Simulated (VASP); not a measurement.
# Ru (P2_1/m) in VASP: single point with LDA

Aim: the single point of Ru with LDA.

Program: VASP 6.6.1. These are calculated values, not measurements. Logs are shortened: lines on timing, memory, paths and dates and some standing lists are left out, and cuts for length are marked.

## (1) The cell of the first run

It takes space group P2_1/m (No. 11, monoclinic). The conventional cell has a = 2.674 Å, b = 4.227 Å, c = 2.674 Å, α = 90.00°, β = 120.00°, γ = 90.00°. Ru (site symmetry m) has 12 Ru at 2.47 to 2.81 Å within 3.3 Å.

## (2) Single point, LDA (atoms displaced along a vibrational mode)

File INCAR:

```
SYSTEM = Ru
PREC = Accurate ; ENCUT = 520
EDIFF = 1E-7 ; ISMEAR = 0
SIGMA = 0.15 ; LREAL = .False.
LASPH = .True. ; NELM = 60
ALGO = Fast ; ISIF = 2
LWAVE = .False. ; LCHARG = .False.
GGA = CA ; NBANDS = 21
```

File KPOINTS:

```
Automatic mesh
0
Gamma
  21 21 10
  0 0 0
```

File POSCAR:

```
Ru
1.0
    2.6740588025      0.0000000000      0.0000000000
   -1.3370294013      2.3158028542      0.0000000000
    0.0000000000      0.0000000000      4.2267610266
Ru
2
Direct
    0.3286696504      0.7271208628      0.2500000000
    0.6713303496      0.2728791372      0.7500000000
```

Potentials or basis: VASP PAW LDA potentials, release 64 (Ru_pv).

Run with:

```console
> cat potpaw_LDA.64/Ru_pv/POTCAR > POTCAR
> mpirun -np 1 vasp_std > vasp.out
```

OUTCAR:

```text
SYSTEM = Ru
   PREC = Accurate
   ENCUT = 520
   EDIFF = 1E-7
   ISMEAR = 0
   LREAL = .False.
   LASPH = .True.
   NELM = 60
   ISIF = 2
   GGA = CA

 ion  position               nearest neighbor table
   1  0.329  0.727  0.250-   2 2.47   2 2.47   2 2.63   2 2.63   2 2.81   2 2.81
   2  0.671  0.273  0.750-   1 2.47   1 2.47   1 2.63   1 2.63   1 2.81   1 2.81

  LATTYP: Found a hexagonal cell.
 ALAT       =     2.6740588025
 C/A-ratio  =     1.5806537323

  Lattice vectors:

 A1 = (   2.6740588025,   0.0000000000,   0.0000000000)
 A2 = (  -1.3370294013,   2.3158028542,   0.0000000000)
 A3 = (   0.0000000000,   0.0000000000,   4.2267610266)

Analysis of symmetry for initial positions (statically):
=====================================================================
 Subroutine PRICEL returns:
 Original cell was already a primitive cell.

 Routine SETGRP: Setting up the symmetry group for a
 hexagonal supercell.

 Subroutine GETGRP returns: Found  4 space group operations
 (whereof  2 operations were pure point group operations)
 out of a pool of 24 trial point group operations.

The static configuration has the point symmetry S_2 .
 The point group associated with its full space group is C_2h.

Analysis of symmetry for dynamics (positions and initial velocities):
=====================================================================
 Subroutine PRICEL returns:
 Original cell was already a primitive cell.

 Routine SETGRP: Setting up the symmetry group for a
 hexagonal supercell.

 Subroutine GETGRP returns: Found  4 space group operations
 (whereof  2 operations were pure point group operations)
 out of a pool of 24 trial point group operations.

The dynamic configuration has the point symmetry S_2 .
 The point group associated with its full space group is C_2h.

 Subroutine INISYM returns: Found  4 space group operations
 (whereof  2 operations are pure point group operations),
 and found     1 'primitive' translations

----------------------------------------------------------------------------------------

                                     Primitive cell

  volume of cell :      26.1746

  direct lattice vectors                    reciprocal lattice vectors
     2.674058802  0.000000000  0.000000000     0.373963355  0.215907843  0.000000000
    -1.337029401  2.315802854  0.000000000     0.000000000  0.431815687  0.000000000
     0.000000000  0.000000000  4.226761027     0.000000000  0.000000000  0.236587778

  length of vectors
[... 80 lines left out ...]
   ENCUT  =  520.0 eV  38.22 Ry    6.18 a.u.   4.97  4.97  7.86*2*pi/ulx,y,z
   NELM   =     60;   NELMIN=  2; NELMDL= -5     # of ELM steps
   EDIFF  = 0.1E-06   stopping-criterion for ELM
   LREAL  =      F    real-space projection
   EDIFFG = 0.1E-05   stopping-criterion for IOM
   NSW    =      0    number of steps for IOM
   IBRION =     -1    ionic relax: 0-MD 1-quasi-New 2-CG
   NFREE  =      0    steps in history (QN), initial steepest desc. (CG)
   ISIF   =      2    stress and relaxation
   ISYM   =      2    0-nonsym 1-usesym 2-fastsym
   POTIM  = 0.5000    time-step for ionic-motion
   TEBEG  =    0.0;   TEEND  =   0.0 temperature during run
   PSTRESS=    0.0 pullay stress
   NELECT =      28.0000    total number of electrons
   NUPDOWN=      -1.0000    fix difference up-down
   EMIN   =  10.00;   EMAX   =-10.00  energy-range for DOS
   EFERMI =   0.00;   METHOD = LEGACY
   ISMEAR =     0;   SIGMA  =   0.15  broadening in eV -4-tet -1-fermi 0-gaus
   EFERMI_NEDOS =   21; number of points for ismear=-14 and -15
   IALGO  =     68    algorithm
   IMIX   =      4    mixing-type and parameters
     AMIX     =   0.40;   BMIX     =  1.00
     AMIX_MAG =   1.60;   BMIX_MAG =  1.00
  volume/ion in A,a.u.               =      13.09        88.32
  Fermi-wavevector in a.u.,A,eV,Ry     =   1.674303  3.163974 38.141091  2.803291
  Thomas-Fermi vector in A             =   2.759122
   LORBIT       =      0    0 simple, 1 ext, 2 COOP (PROOUT), +10 PAW based schemes
   GGA     = CA    functional components
   LHFCALC =     F    Hartree Fock is set to
   AEXX    =    0.0000 exact exchange contribution
   IVDW    =     0    specifies the selected vdW correction
   LEPSILON=     F    determine dielectric tensor
   LRPA    =     F    only Hartree local field effects (RPA)
 non-spin polarized calculation
 RMM-DIIS sequential band-by-band and
 Gauss-broadening in eV      SIGMA  =   0.15
  energy-cutoff  :      520.00
  volume of cell :       26.17
 maximum number of plane-waves:       732
   NGX =  9   NGY =  9   NGZ = 15

 number of electron      28.0000000 magnetization

 Free energy of the ion-electron system (eV)
  ---------------------------------------------------
  ext. energy  EPLUGINS =         0.00000000
  ---------------------------------------------------
  free energy    TOTEN  =       -20.96724586 eV

  energy without entropy =      -20.94446693  energy(sigma->0) =      -20.95585640

 E-fermi :  13.4761     XC(G=0): -14.5955

 val. band max:       13.4759490376   @ k =  -0.4286   0.2381   0.3000
 cond. band min:      13.4761645997   @ k =   0.4762   0.3333   0.1000
 fundamental gap:      0.0002155621
 Fermi energy:        13.4761235194

 k-point     1 :       0.0000    0.0000    0.0000
  band No.  band energies     occupation
      1     -30.2903      2.00000
      2     -29.2155      2.00000
      3     -28.9839      2.00000
      4     -28.9761      2.00000
      5     -28.8874      2.00000
      6     -28.8322      2.00000
[... 565 lines left out ...]
     20      24.6247      0.00000
     21      24.9717      0.00000

 [... further k-points ...]

------------------------ aborting loop because EDIFF is reached ----------------------------------------

  FORCE on cell =-STRESS in cart. coord.  units (eV):
  Direction    XX          YY          ZZ          XY          YZ          ZX
  --------------------------------------------------------------------------------------
  -------------------------------------------------------------------------------------
  Total       -0.4066758      1.3723548      2.3972445      0.7218083      0.0000000      0.0000000
  in kB      -24.8930829     84.0033800    146.7380314     44.1826954      0.0000000      0.0000000
  external PRESSURE =      68.6161095 kB  Pullay stress =       0.0000000 kB

 VOLUME and BASIS-vectors are now :
 -----------------------------------------------------------------------------
  energy-cutoff  :      520.00
  volume of cell :       26.17
      direct lattice vectors                 reciprocal lattice vectors
     2.674058802  0.000000000  0.000000000     0.373963355  0.215907843  0.000000000
    -1.337029401  2.315802854  0.000000000     0.000000000  0.431815687  0.000000000
     0.000000000  0.000000000  4.226761027     0.000000000  0.000000000  0.236587778

 POSITION                                       TOTAL-FORCE (eV/Angst)
 -----------------------------------------------------------------------------------
     -0.09330      1.68387      1.05669         1.520011     -1.903260      0.000000
      1.43033      0.63193      3.17007        -1.520011      1.903260      0.000000
 -----------------------------------------------------------------------------------
    total drift:                               -0.000000      0.000000     -0.000000

  FREE ENERGIE OF THE ION-ELECTRON SYSTEM (eV)
  ---------------------------------------------------
  free  energy   TOTEN  =       -20.9672458636 eV

  energy  without entropy=      -20.9444669287  energy(sigma->0) =      -20.95585640
```

OSZICAR:

```text
N       E                     dE             d eps       ncg     rms          rms(c)
DAV:   1     0.287412484954E+03    0.28741E+03   -0.17516E+04 55852   0.149E+03
DAV:   2    -0.163182798932E+02   -0.30373E+03   -0.29447E+03 57070   0.448E+02
DAV:   3    -0.222831908224E+02   -0.59649E+01   -0.59265E+01 65722   0.705E+01
DAV:   4    -0.223277582758E+02   -0.44567E-01   -0.44484E-01 69591   0.586E+00
DAV:   5    -0.223283248718E+02   -0.56660E-03   -0.56214E-03 63087   0.588E-01    0.206E+01
RMM:   6    -0.210736517986E+02    0.12547E+01   -0.26735E+00 57017   0.135E+01    0.612E+00
RMM:   7    -0.209774179352E+02    0.96234E-01   -0.37049E-01 61292   0.435E+00    0.135E+00
RMM:   8    -0.209673594567E+02    0.10058E-01   -0.29604E-02 63144   0.168E+00    0.453E-01
RMM:   9    -0.209672059971E+02    0.15346E-03   -0.28690E-03 63865   0.490E-01    0.468E-02
RMM:  10    -0.209672380870E+02   -0.32090E-04   -0.39022E-04 65604   0.183E-01    0.316E-02
RMM:  11    -0.209672448218E+02   -0.67348E-05   -0.76369E-05 68825   0.665E-02    0.704E-03
RMM:  12    -0.209672456925E+02   -0.87071E-06   -0.12408E-05 71270   0.282E-02    0.275E-03
RMM:  13    -0.209672458356E+02   -0.14311E-06   -0.16343E-06 66349   0.115E-02    0.244E-03
RMM:  14    -0.209672458636E+02   -0.28009E-07   -0.32208E-07 55581   0.549E-03
   1 F= -.20967246E+02 E0= -.20955856E+02  d E =-.227789E-01
```

stdout:

```text
POSCAR found type information on POSCAR Ru
 POSCAR found :  1 types and       2 ions
 scaLAPACK will be used
 LDA part: xc-table for (Slater(with rela. corr.)+CA(PZ))
 , standard interpolation
 POSCAR, INCAR and KPOINTS ok, starting setup
 FFT: planning ... GRIDC
 FFT: planning ... GRID_SOFT
 FFT: planning ... GRID
 WAVECAR not read
 entering main loop
WARNING in EDDRMM: call to ZHEGV failed, returncode =   6  3     21
WARNING in EDDRMM: call to ZHEGV failed, returncode =   6  3     20
WARNING in EDDRMM: call to ZHEGV failed, returncode =   8  4     19
WARNING in EDDRMM: call to ZHEGV failed, returncode =   8  4     21
WARNING in EDDRMM: call to ZHEGV failed, returncode =   6  3     19
WARNING in EDDRMM: call to ZHEGV failed, returncode =   8  4     19
WARNING in EDDRMM: call to ZHEGV failed, returncode =   8  4     19
WARNING in EDDRMM: call to ZHEGV failed, returncode =   6  3     21
WARNING in EDDRMM: call to ZHEGV failed, returncode =   6  3     19
WARNING in EDDRMM: call to ZHEGV failed, returncode =   8  4     19
WARNING in EDDRMM: call to ZHEGV failed, returncode =   8  4     18
WARNING in EDDRMM: call to ZHEGV failed, returncode =   8  4     19
```

Run time: 4.2 min. Hardware: 1 thread of Intel Xeon 6975P-C (Granite Rapids), shared host; peak memory 0.61 GiB.

What came out:

- Free energy: -20.9672 eV
- Pressure: 6.9 GPa
- Largest force: 2.436 eV/Å
- Band gap on the k mesh: zero (bands 14 and 15 overlap by 3.01 eV)

Forces on the atoms (eV/Å):
```
Ru   1.520 -1.903  0.000
Ru  -1.520  1.903  0.000
```

Stress tensor (GPa, compression positive):
```
-2.49  4.42  0.00
 4.42  8.40  0.00
 0.00  0.00 14.67
```

Caveat: the cell differs from its parent crystal (atoms displaced along a vibrational mode); the cell stands under pressure; forces of over 1 eV/Å act on the atoms, so gaps and moduli don't describe the material at rest.
